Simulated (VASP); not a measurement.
# Te2Mo (P-3m1) in VASP: further runs, part 2 of 3

VASP 6.6.1.

## 3. Single point, PBE

This run uses another cell than the first one, of 33.25 Å³/atom, 1.058 times its volume.

INCAR

```
ALGO     = Normal         # electronic algorithm
EDIFF    = 1E-6           # SCF threshold, eV
ENCUT    = 520            # plane-wave cutoff, eV
GGA      = PE             # functional
ISIF     = 2              # what is computed and relaxed
ISMEAR   = 0              # smearing method
LASPH    = T              # aspherical terms in the spheres
LCHARG   = F              # write CHGCAR
LREAL    = F              # projectors in reciprocal space
LWAVE    = F              # write WAVECAR
NBANDS   = 35             # bands
NELM     = 80             # most SCF steps
PREC     = Accurate       # precision mode
SIGMA    = 0.05           # smearing width, eV
```

KPOINTS

```
k-points
0
Gamma
  9 9 2
```

POSCAR

```
Te2Mo
1.0
   -1.7785332447     -3.0805099428      0.0000000000
    1.7785332447     -3.0805099428      0.0000000000
    0.0000000000      0.0000000000     18.2047171722
Te Mo
4 2
Direct
    0.6666666667      0.6666666667      0.1094909846
    0.3333333333      0.3333333333      0.5270947580
    0.6666666667      0.6666666667      0.3081127889
    0.3333333333      0.3333333333      0.7257165624
    0.6666666667      0.6666666667      0.6264056602
    0.3333333333      0.3333333333      0.2088018867
```

Potentials or basis: VASP PAW PBE potentials, release 64 (Te, Mo_sv).

Command:

```bash
$ cat potpaw_PBE.64/Te/POTCAR potpaw_PBE.64/Mo_sv/POTCAR > POTCAR
$ mpirun -np 1 vasp_std > vasp.out
```

OUTCAR:

```text
EDIFF = 1E-6
   ENCUT = 520
   GGA = PE
   ISIF = 2
   ISMEAR = 0
   LASPH = T
   LREAL = F
   NELM = 80
   PREC = Accurate

 ion  position               nearest neighbor table
   1  0.667  0.667  0.109-   6 2.74   6 2.74   6 2.74   3 3.62
   2  0.333  0.333  0.527-   5 2.74   5 2.74   5 2.74   4 3.62
   3  0.667  0.667  0.308-   6 2.74   6 2.74   6 2.74   1 3.62
   4  0.333  0.333  0.726-   5 2.74   5 2.74   5 2.74   2 3.62
   5  0.667  0.667  0.626-   2 2.74   4 2.74   2 2.74   4 2.74   2 2.74   4 2.74
   6  0.333  0.333  0.209-   1 2.74   1 2.74   1 2.74   3 2.74   3 2.74   3 2.74

  LATTYP: Found a hexagonal cell.
 ALAT       =     3.5570664894
 C/A-ratio  =     5.1179018515

  Lattice vectors:

 A1 = (  -1.7785332447,   3.0805099428,   0.0000000000)
 A2 = (  -1.7785332447,  -3.0805099428,   0.0000000000)
 A3 = (   0.0000000000,   0.0000000000,  18.2047171722)

Analysis of symmetry for initial positions (statically):
=====================================================================
 Subroutine PRICEL returns:
 Original cell was already a primitive cell.

 Routine SETGRP: Setting up the symmetry group for a
 hexagonal supercell.

 Subroutine GETGRP returns: Found 12 space group operations
 (whereof  6 operations were pure point group operations)
 out of a pool of 24 trial point group operations.

The static configuration has the point symmetry C_3v.
 The point group associated with its full space group is D_3d.

Analysis of symmetry for dynamics (positions and initial velocities):
=====================================================================
 Subroutine PRICEL returns:
 Original cell was already a primitive cell.

 Routine SETGRP: Setting up the symmetry group for a
 hexagonal supercell.

 Subroutine GETGRP returns: Found 12 space group operations
 (whereof  6 operations were pure point group operations)
 out of a pool of 24 trial point group operations.

The dynamic configuration has the point symmetry C_3v.
 The point group associated with its full space group is D_3d.

 Subroutine INISYM returns: Found 12 space group operations
 (whereof  6 operations are pure point group operations),
 and found     1 'primitive' translations

----------------------------------------------------------------------------------------

                                     Primitive cell

  volume of cell :     199.4796

  direct lattice vectors                    reciprocal lattice vectors
    -1.778533245 -3.080509943  0.000000000    -0.281130534 -0.162310789  0.000000000
     1.778533245 -3.080509943  0.000000000     0.281130534 -0.162310789  0.000000000
     0.000000000  0.000000000 18.204717172     0.000000000  0.000000000  0.054930818

  length of vectors
     3.557066489  3.557066489 18.204717172     0.324621578  0.324621578  0.054930818

  position of ions in fractional coordinates (direct lattice)
     0.666666667  0.666666667  0.109490985
     0.333333333  0.333333333  0.527094758
     0.666666667  0.666666667  0.308112789
     0.333333333  0.333333333  0.725716562
     0.666666667  0.666666667  0.626405660
     0.333333333  0.333333333  0.208801887
[... 33 lines left out ...]

 Found     24 irreducible k-points:

 Following reciprocal coordinates:
            Coordinates               Weight
  0.000000  0.000000  0.000000      1.000000
  0.111111 -0.000000  0.000000      6.000000
  0.222222 -0.000000  0.000000      6.000000
  0.333333 -0.000000  0.000000      6.000000
  0.444444 -0.000000  0.000000      6.000000
  0.222222  0.111111  0.000000      6.000000
[... 16 lines left out ...]
 -0.444444  0.222222  0.500000     12.000000
 -0.333333  0.333333  0.500000      2.000000
   k-points           NKPTS =     24   k-points in BZ     NKDIM =     24   number of bands    NBANDS=     35
   number of dos      NEDOS =    301   number of ions     NIONS =      6
   total plane-waves  NPLWV = 109760
   dimension x,y,z NGX =    28 NGY =   28 NGZ =  140
   dimension x,y,z NGXF=    56 NGYF=   56 NGZF=  280
   ions per type =               4   2
   NGX,Y,Z   is equivalent  to a cutoff of  13.09, 13.09, 12.78 a.u.
   NGXF,Y,Z  is equivalent  to a cutoff of  26.17, 26.17, 25.57 a.u.
 SYSTEM =  unknown system
   PREC   = accura    normal or accurate (medium, high low for compatibility)
   ISTART =      0    job   : 0-new  1-cont  2-samecut
   ICHARG =      2    charge: 1-file 2-atom 10-const
   ISPIN  =      1    spin polarized calculation?
   LNONCOLLINEAR =      F non collinear calculations
   LSORBIT =      F    spin-orbit coupling
   LASPH  =      T    aspherical Exc in radial PAW
   ENCUT  =  520.0 eV  38.22 Ry    6.18 a.u.   6.61  6.61 33.85*2*pi/ulx,y,z
   NELM   =     80;   NELMIN=  2; NELMDL= -5     # of ELM steps
   EDIFF  = 0.1E-05   stopping-criterion for ELM
   LREAL  =      F    real-space projection
   EDIFFG = 0.1E-04   stopping-criterion for IOM
   NSW    =      0    number of steps for IOM
   IBRION =     -1    ionic relax: 0-MD 1-quasi-New 2-CG
   NFREE  =      0    steps in history (QN), initial steepest desc. (CG)
   ISIF   =      2    stress and relaxation
   ISYM   =      2    0-nonsym 1-usesym 2-fastsym
   POTIM  = 0.5000    time-step for ionic-motion
   TEBEG  =    0.0;   TEEND  =   0.0 temperature during run
   PSTRESS=    0.0 pullay stress
   NELECT =      52.0000    total number of electrons
   NUPDOWN=      -1.0000    fix difference up-down
   EMIN   =  10.00;   EMAX   =-10.00  energy-range for DOS
   EFERMI =   0.00;   METHOD = LEGACY
   ISMEAR =     0;   SIGMA  =   0.05  broadening in eV -4-tet -1-fermi 0-gaus
   EFERMI_NEDOS =   21; number of points for ismear=-14 and -15
   IALGO  =     38    algorithm
   IMIX   =      4    mixing-type and parameters
     AMIX     =   0.40;   BMIX     =  1.00
     AMIX_MAG =   1.60;   BMIX_MAG =  1.00
  volume/ion in A,a.u.               =      33.25       224.36
  Fermi-wavevector in a.u.,A,eV,Ry     =   1.045787  1.976250 14.880280  1.093670
  Thomas-Fermi vector in A             =   2.180597
   LORBIT       =      0    0 simple, 1 ext, 2 COOP (PROOUT), +10 PAW based schemes
   GGA     = PE    functional components
   LHFCALC =     F    Hartree Fock is set to
   AEXX    =    0.0000 exact exchange contribution
   IVDW    =     0    specifies the selected vdW correction
   LEPSILON=     F    determine dielectric tensor
   LRPA    =     F    only Hartree local field effects (RPA)
 non-spin polarized calculation
 Gauss-broadening in eV      SIGMA  =   0.05
  energy-cutoff  :      520.00
  volume of cell :      199.48
 maximum number of plane-waves:      5420
   NGX = 13   NGY = 13   NGZ = 67

 number of electron      52.0000003 magnetization

 Free energy of the ion-electron system (eV)
  ---------------------------------------------------
  ext. energy  EPLUGINS =         0.00000000
  ---------------------------------------------------
  free energy    TOTEN  =       -36.06404348 eV

  energy without entropy =      -36.06404348  energy(sigma->0) =      -36.06404348

 E-fermi :   5.1294     XC(G=0):  -8.4975

 val. band max:        4.8045036110   @ k =  -0.3333   0.3333   0.0000
 cond. band min:       5.8553533104   @ k =  -0.3333   0.3333   0.0000
 fundamental gap:      1.0508496994
 Fermi energy:         5.1293703972

 k-point     1 :       0.0000    0.0000    0.0000
  band No.  band energies     occupation
      1     -55.9081      2.00000
      2     -55.9081      2.00000
      3     -30.0527      2.00000
      4     -30.0527      2.00000
      5     -29.9506      2.00000
      6     -29.9506      2.00000
[... 901 lines left out ...]
     34       8.7105      0.00000
     35       9.5938      0.00000

------------------------ aborting loop because EDIFF is reached ----------------------------------------

  FORCE on cell =-STRESS in cart. coord.  units (eV):
  Direction    XX          YY          ZZ          XY          YZ          ZX
  --------------------------------------------------------------------------------------
  -------------------------------------------------------------------------------------
  Total       -0.0695964     -0.0695964      0.0473800      0.0000000      0.0000000      0.0000000
  in kB       -0.5589835     -0.5589835      0.3805463      0.0000000      0.0000000      0.0000000
  external PRESSURE =      -0.2458069 kB  Pullay stress =       0.0000000 kB

 VOLUME and BASIS-vectors are now :
 -----------------------------------------------------------------------------
  energy-cutoff  :      520.00
  volume of cell :      199.48
      direct lattice vectors                 reciprocal lattice vectors
    -1.778533245 -3.080509943  0.000000000    -0.281130534 -0.162310789  0.000000000
     1.778533245 -3.080509943  0.000000000     0.281130534 -0.162310789  0.000000000
     0.000000000  0.000000000 18.204717172     0.000000000  0.000000000  0.054930818

 POSITION                                       TOTAL-FORCE (eV/Angst)
 -----------------------------------------------------------------------------------
      0.00000     -4.10735      1.99325         0.000000     -0.000000     -0.002767
      0.00000     -2.05367      9.59561         0.000000     -0.000000     -0.012812
      0.00000     -4.10735      5.60911         0.000000     -0.000000      0.012812
      0.00000     -2.05367     13.21146         0.000000     -0.000000      0.002767
      0.00000     -4.10735     11.40354        -0.000000      0.000000      0.014449
      0.00000     -2.05367      3.80118        -0.000000      0.000000     -0.014449
 -----------------------------------------------------------------------------------
    total drift:                               -0.000000      0.000000     -0.000024

  FREE ENERGIE OF THE ION-ELECTRON SYSTEM (eV)
  ---------------------------------------------------
  free  energy   TOTEN  =       -36.0640434768 eV

  energy  without entropy=      -36.0640434768  energy(sigma->0) =      -36.06404348
```

It took 1.9 min on 1 thread of Intel Xeon 6975P-C (Granite Rapids), shared host; peak memory 0.39 GiB.

Results:

```yaml
Free_energy: -36.0640 eV
Pressure: 0.0 GPa
Largest_force: 0.014 eV/Å
Band_gap_on_the_k_mesh: 1.05 eV, direct
```

Forces on the atoms (eV/Å):
```
Te   0.000  0.000 -0.003
Te   0.000  0.000 -0.013
Te   0.000  0.000  0.013
Te   0.000  0.000  0.003
Mo   0.000  0.000  0.014
Mo   0.000  0.000 -0.014
```

Caveat: spin-orbit coupling is left out, which moves the levels of the heavy elements. A k mesh can miss the band edges.

(Continued in part 3 of 3.)
